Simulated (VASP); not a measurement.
# Sb (P6_3/mmc) in VASP: further runs, part 2 of 2

VASP 6.6.1. Earlier steps stand in the parts before.

### 3 Single point, RPBE (volume scaled by 0.92)

File INCAR:

```
SYSTEM = Sb
  PREC = Accurate
  ENCUT = 520
  EDIFF = 1E-7
  ISMEAR = -1
  SIGMA = 0.1
  LREAL = .FALSE.
  LASPH = .TRUE.
  NELM = 60
  ALGO = Normal
  ISIF = 2
  LWAVE = .FALSE.
  LCHARG = .FALSE.
  GGA = RP
  NBANDS = 18
```

File KPOINTS:

```
Automatic mesh
0
G
  12 12 3
  0 0 0
```

File POSCAR:

```
Sb
1.0
    3.2748283746      0.0000000000      0.0000000000
   -1.6374141873      2.8360845654      0.0000000000
    0.0000000000      0.0000000000     11.1190727882
Sb
4
Direct
    1.0000000000      1.0000000000      0.0000000000
    1.0000000000      1.0000000000      0.5000000000
    0.3333333333      0.6666666667      0.2500000000
    0.6666666667      0.3333333333      0.7500000000
```

Potentials or basis: VASP PAW PBE potentials, release 64 (Sb).

The run is started by

```console
$ cat potpaw_PBE.64/Sb/POTCAR > POTCAR
$ mpirun -np 1 vasp_std > vasp.out
```

OUTCAR:

```text
SYSTEM = Sb
   PREC = Accurate
   ENCUT = 520
   EDIFF = 1E-7
   ISMEAR = -1
   LREAL = .FALSE.
   LASPH = .TRUE.
   NELM = 60
   ISIF = 2
   GGA = RP

 ion  position               nearest neighbor table
   1  0.000  0.000  0.000-   3 3.36   4 3.36   3 3.36   4 3.36   4 3.36   3 3.36
   2  0.000  0.000  0.500-   3 3.36   4 3.36   3 3.36   4 3.36   4 3.36   3 3.36
   3  0.333  0.667  0.250-   1 3.36   2 3.36   1 3.36   2 3.36   1 3.36   2 3.36
   4  0.667  0.333  0.750-   1 3.36   2 3.36   1 3.36   2 3.36   1 3.36   2 3.36

  LATTYP: Found a hexagonal cell.
 ALAT       =     3.2748283746
 C/A-ratio  =     3.3953146597

  Lattice vectors:

 A1 = (   3.2748283746,   0.0000000000,   0.0000000000)
 A2 = (  -1.6374141873,   2.8360845654,   0.0000000000)
 A3 = (   0.0000000000,   0.0000000000,  11.1190727882)

Analysis of symmetry for initial positions (statically):
=====================================================================
 Subroutine PRICEL returns:
 Original cell was already a primitive cell.

 Routine SETGRP: Setting up the symmetry group for a
 hexagonal supercell.

 Subroutine GETGRP returns: Found 24 space group operations
 (whereof 12 operations were pure point group operations)
 out of a pool of 24 trial point group operations.

The static configuration has the point symmetry D_3d.
 The point group associated with its full space group is D_6h.

Analysis of symmetry for dynamics (positions and initial velocities):
=====================================================================
 Subroutine PRICEL returns:
 Original cell was already a primitive cell.

 Routine SETGRP: Setting up the symmetry group for a
 hexagonal supercell.

 Subroutine GETGRP returns: Found 24 space group operations
 (whereof 12 operations were pure point group operations)
 out of a pool of 24 trial point group operations.

The dynamic configuration has the point symmetry D_3d.
 The point group associated with its full space group is D_6h.

 Subroutine INISYM returns: Found 24 space group operations
 (whereof 12 operations are pure point group operations),
 and found     1 'primitive' translations

----------------------------------------------------------------------------------------

                                     Primitive cell

  volume of cell :     103.2705

  direct lattice vectors                    reciprocal lattice vectors
     3.274828375  0.000000000  0.000000000     0.305359514  0.176299397  0.000000000
    -1.637414187  2.836084565  0.000000000     0.000000000  0.352598795  0.000000000
     0.000000000  0.000000000 11.119072788     0.000000000  0.000000000  0.089935557

  length of vectors
     3.274828375  3.274828375 11.119072788     0.352598795  0.352598795  0.089935557

  position of ions in fractional coordinates (direct lattice)
     0.000000000  0.000000000  0.000000000
     0.000000000  0.000000000  0.500000000
     0.333333333  0.666666667  0.250000000
     0.666666667  0.333333333  0.750000000

  ion indices of the primitive-cell ions
   primitive index   ion index
                 1           1
                 2           2
                 3           3
                 4           4

----------------------------------------------------------------------------------------

 KPOINTS: Automatic mesh

[... 24 lines left out ...]
  0.000000  0.000000  0.000000      1.000000
  0.083333  0.000000  0.000000      6.000000
  0.166667  0.000000  0.000000      6.000000
  0.250000  0.000000  0.000000      6.000000
  0.333333  0.000000  0.000000      6.000000
  0.416667  0.000000  0.000000      6.000000
[... 16 lines left out ...]
  0.250000  0.000000  0.333333     12.000000
  0.333333  0.000000  0.333333     12.000000
 [... further k-points ...]
   k-points           NKPTS =     38   k-points in BZ     NKDIM =     38   number of bands    NBANDS=     18
   number of dos      NEDOS =    301   number of ions     NIONS =      4
   total plane-waves  NPLWV =  48384
   dimension x,y,z NGX =    24 NGY =   24 NGZ =   84
   dimension x,y,z NGXF=    48 NGYF=   48 NGZF=  168
   ions per type =               4
   NGX,Y,Z   is equivalent  to a cutoff of  12.18, 12.18, 12.56 a.u.
   NGXF,Y,Z  is equivalent  to a cutoff of  24.37, 24.37, 25.12 a.u.
 SYSTEM =  Sb
   PREC   = accura    normal or accurate (medium, high low for compatibility)
   ISTART =      0    job   : 0-new  1-cont  2-samecut
   ICHARG =      2    charge: 1-file 2-atom 10-const
   ISPIN  =      1    spin polarized calculation?
   LNONCOLLINEAR =      F non collinear calculations
   LSORBIT =      F    spin-orbit coupling
   LASPH  =      T    aspherical Exc in radial PAW
   ENCUT  =  520.0 eV  38.22 Ry    6.18 a.u.   6.09  6.09 20.67*2*pi/ulx,y,z
   NELM   =     60;   NELMIN=  2; NELMDL= -5     # of ELM steps
   EDIFF  = 0.1E-06   stopping-criterion for ELM
   LREAL  =      F    real-space projection
   EDIFFG = 0.1E-05   stopping-criterion for IOM
   NSW    =      0    number of steps for IOM
   IBRION =     -1    ionic relax: 0-MD 1-quasi-New 2-CG
   NFREE  =      0    steps in history (QN), initial steepest desc. (CG)
   ISIF   =      2    stress and relaxation
   ISYM   =      2    0-nonsym 1-usesym 2-fastsym
   POTIM  = 0.5000    time-step for ionic-motion
   TEBEG  =    0.0;   TEEND  =   0.0 temperature during run
   PSTRESS=    0.0 pullay stress
   NELECT =      20.0000    total number of electrons
   NUPDOWN=      -1.0000    fix difference up-down
   EMIN   =  10.00;   EMAX   =-10.00  energy-range for DOS
   EFERMI =   0.00;   METHOD = LEGACY
   ISMEAR =    -1;   SIGMA  =   0.10  broadening in eV -4-tet -1-fermi 0-gaus
   EFERMI_NEDOS =   21; number of points for ismear=-14 and -15
   IALGO  =     38    algorithm
   IMIX   =      4    mixing-type and parameters
     AMIX     =   0.40;   BMIX     =  1.00
     AMIX_MAG =   1.60;   BMIX_MAG =  1.00
  volume/ion in A,a.u.               =      25.82       174.23
  Fermi-wavevector in a.u.,A,eV,Ry     =   0.947166  1.789884 12.206103  0.897123
  Thomas-Fermi vector in A             =   2.075233
   LORBIT       =      0    0 simple, 1 ext, 2 COOP (PROOUT), +10 PAW based schemes
   GGA     = RP    functional components
   LHFCALC =     F    Hartree Fock is set to
   AEXX    =    0.0000 exact exchange contribution
   IVDW    =     0    specifies the selected vdW correction
   LEPSILON=     F    determine dielectric tensor
   LRPA    =     F    only Hartree local field effects (RPA)
 non-spin polarized calculation
  energy-cutoff  :      520.00
  volume of cell :      103.27
 maximum number of plane-waves:      2810
   NGX = 13   NGY = 13   NGZ = 41

 number of electron      20.0000004 magnetization

 Free energy of the ion-electron system (eV)
  ---------------------------------------------------
  ext. energy  EPLUGINS =         0.00000000
  ---------------------------------------------------
  free energy    TOTEN  =       -13.78479499 eV

  energy without entropy =      -13.70701340  energy(sigma->0) =      -13.74590419

 E-fermi :   9.1751     XC(G=0): -10.3789

 val. band max:        9.1473180564   @ k =   0.1667   0.0833   0.3333
 cond. band min:       9.1764800825   @ k =   0.2500   0.1667   0.3333
 fundamental gap:      0.0291620260
 Fermi energy:         9.1750638386

 k-point     1 :       0.0000    0.0000    0.0000
  band No.  band energies     occupation
      1      -4.0699      2.00000
      2      -2.8838      2.00000
      3      -2.8726      2.00000
      4      -0.4443      2.00000
      5       3.0295      2.00000
      6       7.9228      1.99999
[... 481 lines left out ...]
      5       5.1914      2.00000
      6       5.6096      2.00000
[... 10 lines left out ...]
     17      14.4701      0.00000
     18      14.7441      0.00000

 [... further k-points ...]

------------------------ aborting loop because EDIFF is reached ----------------------------------------

  FORCE on cell =-STRESS in cart. coord.  units (eV):
  Direction    XX          YY          ZZ          XY          YZ          ZX
  --------------------------------------------------------------------------------------
  -------------------------------------------------------------------------------------
  Total        3.8779688      3.8779688      3.1234246     -0.0000000      0.0000000     -0.0000000
  in kB       60.1642630     60.1642630     48.4579810     -0.0000000      0.0000000     -0.0000000
  external PRESSURE =      56.2621690 kB  Pullay stress =       0.0000000 kB

 VOLUME and BASIS-vectors are now :
 -----------------------------------------------------------------------------
  energy-cutoff  :      520.00
  volume of cell :      103.27
      direct lattice vectors                 reciprocal lattice vectors
     3.274828375  0.000000000  0.000000000     0.305359514  0.176299397  0.000000000
    -1.637414187  2.836084565  0.000000000     0.000000000  0.352598795  0.000000000
     0.000000000  0.000000000 11.119072788     0.000000000  0.000000000  0.089935557

 POSITION                                       TOTAL-FORCE (eV/Angst)
 -----------------------------------------------------------------------------------
      0.00000      0.00000      0.00000         0.000000      0.000000      0.000000
      0.00000      0.00000      5.55954         0.000000      0.000000      0.000000
     -0.00000      1.89072      2.77977        -0.000000      0.000000     -0.000000
      1.63741      0.94536      8.33930         0.000000     -0.000000     -0.000000
 -----------------------------------------------------------------------------------
    total drift:                               -0.000000      0.000000     -0.000000

  FREE ENERGIE OF THE ION-ELECTRON SYSTEM (eV)
  ---------------------------------------------------
  free  energy   TOTEN  =       -13.7847949909 eV

  energy  without entropy=      -13.7070133951  energy(sigma->0) =      -13.74590419
```

Run time: 1.8 min. Hardware: 1 thread of AMD EPYC 7R13, shared host; peak memory 0.2 GiB.

What came out:

```yaml
Free_energy: -13.7848 eV
Pressure: 5.6 GPa
Band_gap_on_the_k_mesh: zero (band 10 reaches 14.16 eV, above the bottom of band 11 at 6.81 eV)
```

Caveat: the PAW data sets were made with another functional, which shifts forces and pressure a little; spin-orbit coupling is left out, which moves the levels of the heavy elements.
